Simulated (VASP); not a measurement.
A run of VASP 6.6.1 is set up as follows.

Contents of INCAR:

```
ALGO = Normal
EDIFF = 1E-6
ENCUT = 520
ISIF = 2
ISMEAR = -1
LASPH = True
LCHARG = False
LREAL = False
LWAVE = False
NBANDS = 29
NELM = 80
PREC = Accurate
SIGMA = 0.05
```

Contents of KPOINTS:

```
k-points
0
Gamma
  11 11 11
```

The input POSCAR:

```
TiPd3
1.0
    3.8326911231      0.0000000000      0.0000000000
    0.0000000000      3.8326911231      0.0000000000
    0.0000000000      0.0000000000      3.8326911231
Ti Pd
1 3
Direct
    0.0000000000      0.0000000000      0.0000000000
    0.0000000000      0.5000000000      0.5000000000
    0.5000000000      0.0000000000      0.5000000000
    0.5000000000      0.5000000000      0.0000000000
```

Potentials or basis: VASP PAW LDA potentials, release 64 (Ti_sv, Pd).

Launch:

```console
$ cat potpaw_LDA.64/Ti_sv/POTCAR potpaw_LDA.64/Pd/POTCAR > POTCAR
$ mpirun -np 1 vasp_std > vasp.out
```

Estimate the pressure.

0.4 GPa.

Estimate the band gap on the k mesh.

zero (bands 21 and 22 overlap by 1.31 eV).
